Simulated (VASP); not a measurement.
# ZnAu in VASP: notebook

Aim: see how the results for ZnAu move with the level of theory and the settings. Levels: PBE, PBEsol. Tasks: single point.

Program: VASP 6.6.1. These are calculated values, not measurements. Logs are shortened: lines on timing, memory, paths and dates and some standing lists are left out, and cuts for length are marked.

### Step 1. The cell of the first run

The structure is cubic, space group Pm-3m (No. 221). The conventional cell has a = 3.113 Å, b = 3.113 Å, c = 3.113 Å, α = 90.00°, β = 90.00°, γ = 90.00°. Within 3.6 Å of Zn (site symmetry m-3m) lie 8 Au at 2.70 Å and 6 Zn at 3.11 Å. Au (site symmetry m-3m) has 8 Zn at 2.70 Å and 6 Au at 3.11 Å within 3.6 Å.

### Step 2. Single point, PBE (strained)

Input file INCAR:

```
SYSTEM = ZnAu
PREC = Accurate ; ENCUT = 520
EDIFF = 1E-7 ; ISMEAR = 0
SIGMA = 0.1 ; LREAL = .False.
LASPH = .True. ; NELM = 60
ALGO = Normal ; ISIF = 2
LWAVE = .False. ; LCHARG = .False.
GGA = PE ; NBANDS = 18
```

Input file KPOINTS:

```
Automatic mesh
0
Gamma
  14 14 14
  0 0 0
```

Input file POSCAR:

```
ZnAu
1.0
    3.1134529800      0.0000000000      0.0000000000
    0.0000000000      3.1134529800      0.0000000000
    0.0000000000      0.0000000000      3.1134529800
Zn Au
1 1
Direct
    0.5000000000      0.5000000000      0.5000000000
    0.0000000000      0.0000000000      0.0000000000
```

Potentials or basis: VASP PAW PBE potentials, release 64 (Zn, Au).

Command:

```
$ cat potpaw_PBE.64/Zn/POTCAR potpaw_PBE.64/Au/POTCAR > POTCAR
$ mpirun -np 1 vasp_std > vasp.out
```

OUTCAR:

```text
SYSTEM = ZnAu
   PREC = Accurate
   ENCUT = 520
   EDIFF = 1E-7
   ISMEAR = 0
   LREAL = .False.
   LASPH = .True.
   NELM = 60
   ISIF = 2
   GGA = PE

 ion  position               nearest neighbor table
   1  0.500  0.500  0.500-   2 2.70   2 2.70   2 2.70   2 2.70   2 2.70   2 2.70   2 2.70   2 2.70

   2  0.000  0.000  0.000-   1 2.70   1 2.70   1 2.70   1 2.70   1 2.70   1 2.70   1 2.70   1 2.70

  LATTYP: Found a simple cubic cell.
 ALAT       =     3.1134529800

  Lattice vectors:

 A1 = (   3.1134529800,   0.0000000000,   0.0000000000)
 A2 = (   0.0000000000,   3.1134529800,   0.0000000000)
 A3 = (   0.0000000000,   0.0000000000,   3.1134529800)

Analysis of symmetry for initial positions (statically):
=====================================================================
 Subroutine PRICEL returns:
 Original cell was already a primitive cell.

 Routine SETGRP: Setting up the symmetry group for a
 simple cubic supercell.

 Subroutine GETGRP returns: Found 48 space group operations
 (whereof 48 operations were pure point group operations)
 out of a pool of 48 trial point group operations.

The static configuration has the point symmetry O_h .

Analysis of symmetry for dynamics (positions and initial velocities):
=====================================================================
 Subroutine PRICEL returns:
 Original cell was already a primitive cell.

 Routine SETGRP: Setting up the symmetry group for a
 simple cubic supercell.

 Subroutine GETGRP returns: Found 48 space group operations
 (whereof 48 operations were pure point group operations)
 out of a pool of 48 trial point group operations.

The dynamic configuration has the point symmetry O_h .

 Subroutine INISYM returns: Found 48 space group operations
 (whereof 48 operations are pure point group operations),
 and found     1 'primitive' translations

----------------------------------------------------------------------------------------

                                     Primitive cell

  volume of cell :      30.1805

  direct lattice vectors                    reciprocal lattice vectors
     3.113452980  0.000000000  0.000000000     0.321186800  0.000000000  0.000000000
     0.000000000  3.113452980  0.000000000     0.000000000  0.321186800  0.000000000
     0.000000000  0.000000000  3.113452980     0.000000000  0.000000000  0.321186800

  length of vectors
     3.113452980  3.113452980  3.113452980     0.321186800  0.321186800  0.321186800

  position of ions in fractional coordinates (direct lattice)
     0.500000000  0.500000000  0.500000000
     0.000000000  0.000000000  0.000000000

  ion indices of the primitive-cell ions
   primitive index   ion index
                 1           1
                 2           2

----------------------------------------------------------------------------------------

 KPOINTS: Automatic mesh

Automatic generation of k-mesh.
 Grid dimensions read from file:
 generate k-points for:   14   14   14

 Generating k-lattice:

  Cartesian coordinates                     Fractional coordinates (reciprocal lattice)
     0.022941914  0.000000000  0.000000000     0.071428571  0.000000000  0.000000000
     0.000000000  0.022941914  0.000000000     0.000000000  0.071428571  0.000000000
     0.000000000  0.000000000  0.022941914     0.000000000  0.000000000  0.071428571

  Length of vectors
     0.022941914  0.022941914  0.022941914

  Shift w.r.t. Gamma in fractional coordinates (k-lattice)
     0.000000000  0.000000000  0.000000000

 Subroutine IBZKPT returns following result:
 ===========================================

 Found    120 irreducible k-points:

 Following reciprocal coordinates:
            Coordinates               Weight
  0.000000  0.000000  0.000000      1.000000
  0.071429  0.000000  0.000000      6.000000
  0.142857  0.000000  0.000000      6.000000
  0.214286  0.000000  0.000000      6.000000
  0.285714  0.000000  0.000000      6.000000
  0.357143  0.000000  0.000000      6.000000
[... 16 lines left out ...]
  0.285714  0.214286  0.000000     24.000000
  0.357143  0.214286  0.000000     24.000000
 [... further k-points ...]
   k-points           NKPTS =    120   k-points in BZ     NKDIM =    120   number of bands    NBANDS=     18
   number of dos      NEDOS =    301   number of ions     NIONS =      2
   total plane-waves  NPLWV =  13824
   dimension x,y,z NGX =    24 NGY =   24 NGZ =   24
   dimension x,y,z NGXF=    48 NGYF=   48 NGZF=   48
   ions per type =               1   1
   NGX,Y,Z   is equivalent  to a cutoff of  12.82, 12.82, 12.82 a.u.
   NGXF,Y,Z  is equivalent  to a cutoff of  25.63, 25.63, 25.63 a.u.
 SYSTEM =  ZnAu
   PREC   = accura    normal or accurate (medium, high low for compatibility)
   ISTART =      0    job   : 0-new  1-cont  2-samecut
   ICHARG =      2    charge: 1-file 2-atom 10-const
   ISPIN  =      1    spin polarized calculation?
   LNONCOLLINEAR =      F non collinear calculations
   LSORBIT =      F    spin-orbit coupling
   LASPH  =      T    aspherical Exc in radial PAW
   ENCUT  =  520.0 eV  38.22 Ry    6.18 a.u.   5.79  5.79  5.79*2*pi/ulx,y,z
   NELM   =     60;   NELMIN=  2; NELMDL= -5     # of ELM steps
   EDIFF  = 0.1E-06   stopping-criterion for ELM
   LREAL  =      F    real-space projection
   EDIFFG = 0.1E-05   stopping-criterion for IOM
   NSW    =      0    number of steps for IOM
   IBRION =     -1    ionic relax: 0-MD 1-quasi-New 2-CG
   NFREE  =      0    steps in history (QN), initial steepest desc. (CG)
   ISIF   =      2    stress and relaxation
   ISYM   =      2    0-nonsym 1-usesym 2-fastsym
   POTIM  = 0.5000    time-step for ionic-motion
   TEBEG  =    0.0;   TEEND  =   0.0 temperature during run
   PSTRESS=    0.0 pullay stress
   NELECT =      23.0000    total number of electrons
   NUPDOWN=      -1.0000    fix difference up-down
   EMIN   =  10.00;   EMAX   =-10.00  energy-range for DOS
   EFERMI =   0.00;   METHOD = LEGACY
   ISMEAR =     0;   SIGMA  =   0.10  broadening in eV -4-tet -1-fermi 0-gaus
   EFERMI_NEDOS =   21; number of points for ismear=-14 and -15
   IALGO  =     38    algorithm
   IMIX   =      4    mixing-type and parameters
     AMIX     =   0.40;   BMIX     =  1.00
     AMIX_MAG =   1.60;   BMIX_MAG =  1.00
  volume/ion in A,a.u.               =      15.09       101.83
  Fermi-wavevector in a.u.,A,eV,Ry     =   1.495346  2.825795 30.423453  2.236061
  Thomas-Fermi vector in A             =   2.607503
   LORBIT       =      0    0 simple, 1 ext, 2 COOP (PROOUT), +10 PAW based schemes
   GGA     = PE    functional components
   LHFCALC =     F    Hartree Fock is set to
   AEXX    =    0.0000 exact exchange contribution
   IVDW    =     0    specifies the selected vdW correction
   LEPSILON=     F    determine dielectric tensor
   LRPA    =     F    only Hartree local field effects (RPA)
 non-spin polarized calculation
 Gauss-broadening in eV      SIGMA  =   0.10
  energy-cutoff  :      520.00
  volume of cell :       30.18
 maximum number of plane-waves:       840
 NGX is ok and might be reduce to    24
   NGX = 11   NGY = 11   NGZ = 11

 number of electron      22.9999962 magnetization

 Free energy of the ion-electron system (eV)
  ---------------------------------------------------
  ext. energy  EPLUGINS =         0.00000000
  ---------------------------------------------------
  free energy    TOTEN  =        -4.68245952 eV

  energy without entropy =       -4.67870668  energy(sigma->0) =       -4.68058310

 E-fermi :   7.5127     XC(G=0): -12.5634

 val. band max:        7.5090425992   @ k =   0.4286   0.4286   0.3571
 cond. band min:       7.5869498000   @ k =   0.5000   0.4286   0.2857
 fundamental gap:      0.0779072008
 Fermi energy:         7.5126921317

 k-point     1 :       0.0000    0.0000    0.0000
  band No.  band energies     occupation
      1      -3.4240      2.00000
      2      -0.7948      2.00000
      3      -0.7948      2.00000
      4      -0.0232      2.00000
      5      -0.0232      2.00000
      6      -0.0232      2.00000
[... 10 lines left out ...]
     17      19.8658      0.00000
     18      25.9285      0.00000

 k-point     2 :       0.0714    0.0000    0.0000
  band No.  band energies     occupation
      1      -3.3307      2.00000
      2      -0.7726      2.00000
      3      -0.7650      2.00000
      4      -0.0242      2.00000
      5      -0.0242      2.00000
      6      -0.0148      2.00000
[... 10 lines left out ...]
     17      20.2872      0.00000
     18      25.8668      0.00000

 k-point     3 :       0.1429    0.0000    0.0000
  band No.  band energies     occupation
      1      -3.0551      2.00000
      2      -0.7084      2.00000
      3      -0.6821      2.00000
      4      -0.0264      2.00000
      5      -0.0264      2.00000
      6       0.0090      2.00000
[... 10 lines left out ...]
     17      21.6354      0.00000
     18      25.7130      0.00000

 k-point     4 :       0.2143    0.0000    0.0000
  band No.  band energies     occupation
      1      -2.6108      2.00000
      2      -0.6102      2.00000
      3      -0.5641      2.00000
      4      -0.0283      2.00000
      5      -0.0283      2.00000
      6       0.0440      2.00000
[... 375 lines left out ...]
      4      -0.1581      2.00000
      5       0.0087      2.00000
      6       0.0814      2.00000
[... 10 lines left out ...]
     17      23.3385      0.00000
     18      23.7378      0.00000

 k-point    23 :       0.2857    0.2143    0.0000
  band No.  band energies     occupation
      1      -1.4687      2.00000
      2      -0.4868      2.00000
      3      -0.2183      2.00000
      4      -0.1887      2.00000
      5       0.0504      2.00000
      6       0.1039      2.00000
[... 10 lines left out ...]
     17      22.9528      0.00000
     18      23.4501      0.00000

 k-point    24 :       0.3571    0.2143    0.0000
  band No.  band energies     occupation
      1      -1.0649      2.00000
      2      -0.4805      2.00000
      3      -0.1976      2.00000
      4      -0.1181      2.00000
      5      -0.0018      2.00000
      6       0.3340      2.00000
[... 10 lines left out ...]
     17      22.1250      0.00000
     18      22.4665      0.00000

 [... further k-points ...]

------------------------ aborting loop because EDIFF is reached ----------------------------------------

  FORCE on cell =-STRESS in cart. coord.  units (eV):
  Direction    XX          YY          ZZ          XY          YZ          ZX
  --------------------------------------------------------------------------------------
  -------------------------------------------------------------------------------------
  Total        1.8752974      1.8752974      1.8752974      0.0000000     -0.0000000      0.0000000
  in kB       99.5528714     99.5528714     99.5528714      0.0000000     -0.0000000      0.0000000
  external PRESSURE =      99.5528714 kB  Pullay stress =       0.0000000 kB

 VOLUME and BASIS-vectors are now :
 -----------------------------------------------------------------------------
  energy-cutoff  :      520.00
  volume of cell :       30.18
      direct lattice vectors                 reciprocal lattice vectors
     3.113452980  0.000000000  0.000000000     0.321186800  0.000000000  0.000000000
     0.000000000  3.113452980  0.000000000     0.000000000  0.321186800  0.000000000
     0.000000000  0.000000000  3.113452980     0.000000000  0.000000000  0.321186800

 POSITION                                       TOTAL-FORCE (eV/Angst)
 -----------------------------------------------------------------------------------
      1.55673      1.55673      1.55673         0.000000      0.000000      0.000000
      0.00000      0.00000      0.00000         0.000000      0.000000      0.000000
 -----------------------------------------------------------------------------------
    total drift:                                0.000000      0.000000     -0.000000

  FREE ENERGIE OF THE ION-ELECTRON SYSTEM (eV)
  ---------------------------------------------------
  free  energy   TOTEN  =        -4.6824595163 eV

  energy  without entropy=       -4.6787066811  energy(sigma->0) =       -4.68058310
```

It took 35 s on 1 thread of Oxide Virtual Turin-like, shared host; peak memory 0.16 GiB.

Results:

```
Free energy            : -4.6825 eV
Pressure               : 10.0 GPa
Band gap on the k mesh : zero (an odd number of electrons rules out a gap without spin polarisation)
```

Levels at points of the mesh, in eV from the Fermi level:
```
           k point  band 8  band 9  band 10  band 11  band 12  band 13  band 14  band 15  band 16  band 17
(0.00, 0.00, 0.00)   -5.57   -3.82    -3.82    -3.82     5.03     5.03     5.03     9.26    12.35    12.35
(0.50, 0.00, 0.00)   -5.57   -5.08    -5.08    -3.99    -2.40    10.47    11.34    11.34    11.49    11.49
(0.50, 0.50, 0.00)   -4.17   -4.17    -3.21    -2.12    -2.12     0.95     2.69    10.57    12.79    12.79
(0.50, 0.50, 0.50)   -6.68   -3.16    -3.16     1.49     3.78     3.78     3.78     3.79     6.05     6.05
```

Caveat: the cell differs from its parent crystal (strained); the cell stands under pressure; spin-orbit coupling is left out, which moves the levels of the heavy elements.

(Continued in part 2 of 3.)

The gap in the log of VASP goes by the Fermi energy; the results here count the filled bands.